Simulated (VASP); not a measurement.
Set up this calculation in VASP 6.6.1, as the native input.

```yaml
Task: single point
Functional: PBE
Potentials_or_basis: VASP PAW PBE potentials, release 64 (B, As_d)
Cutoff: 420 eV
k_mesh: 6 × 6 × 6
Occupations: gaussian, width 0.1 eV
Spin: no spin polarisation
Dipole_correction: no
k_mesh_for_the_DOS: 9 × 9 × 9
Occupations_for_the_DOS: tetrahedron
Further_INCAR_settings: ALGO = Normal; EDIFF = 1e-06; NBANDS = 44
```

B3As4:

```xyz
7
Lattice="5.2272 0.0000 0.0000 -2.6136 4.5269 0.0000 0.0000 0.0000 5.5511" Properties=species:S:1:pos:R:3 pbc="T T T"
B    -0.9154    3.5465    4.1362
B     0.0000    1.9609    4.1362
B     0.9154    3.5465    4.1362
As    1.3058    2.2641    2.4211
As    2.6136   -0.0012    2.4211
As    3.9215    2.2641    2.4211
As    0.0000    0.0000    5.0947
```

These files were run (other wordings do the same):

POSCAR

```
B3As4
1.0
    5.2272413729      0.0000000000      0.0000000000
   -2.6136206864      4.5269238207      0.0000000000
    0.0000000000      0.0000000000      5.5511004816
B As
3 4
Direct
    0.2165871717      0.7834128283      0.7451087601
    0.2165871717      0.4331743433      0.7451087601
    0.5668256567      0.7834128283      0.7451087601
    0.4998649863      0.5001350137      0.4361470199
    0.4998649863     -0.0002700274      0.4361470199
    1.0002700274      0.5001350137      0.4361470199
    0.0000000000      0.0000000000      0.9177766901
```

INCAR.step1

```
PREC = Accurate ; ENCUT = 420
EDIFF = 1E-6 ; ISMEAR = 0
SIGMA = 0.1 ; LREAL = False
LASPH = True ; NELM = 120
ALGO = Normal ; ISIF = 2
LWAVE = False ; LCHARG = True
GGA = PE ; NBANDS = 44
GGA_COMPAT = False ; NEDOS = 2001
LORBIT = 11
```

KPOINTS.step1

```
Automatic mesh
0
Gamma
  6 6 6
```

INCAR.step2

```
PREC = Accurate ; ENCUT = 420
EDIFF = 1E-6 ; ISMEAR = -5
SIGMA = 0.1 ; LREAL = False
LASPH = True ; NELM = 120
ALGO = Normal ; ISIF = 2
LWAVE = False ; LCHARG = False
GGA = PE ; LORBIT = 10
NBANDS = 44 ; NEDOS = 2001
ICHARG = 11 ; GGA_COMPAT = False
```

KPOINTS.step2

```
Automatic mesh
0
Gamma
  9 9 9
```

Potentials or basis: VASP PAW PBE potentials, release 64 (B, As_d).

The run is started by

```bash
$ cat potpaw_PBE.64/B/POTCAR potpaw_PBE.64/As_d/POTCAR > POTCAR
$ cp INCAR.step1 INCAR
$ cp KPOINTS.step1 KPOINTS
$ mpirun -np 1 vasp_std > vasp.out
$ cp INCAR.step2 INCAR
$ cp KPOINTS.step2 KPOINTS
$ mpirun -np 1 vasp_std > vasp.out
```

Results of the run:

```
Valence electrons inside the program's atomic spheres : B 1.75; As 13.60, 13.54 (each value once)
```

Caveat: an odd number of electrons without spin polarisation forces a metal; a magnetic or distorted state may lie lower.

It took 6.6 min on 1 thread of Intel(R) Xeon(R) Platinum 8259CL CPU @ 2.50GHz (Skylake/Cascade Lake), on a shared host, peak memory 0.4 GiB.
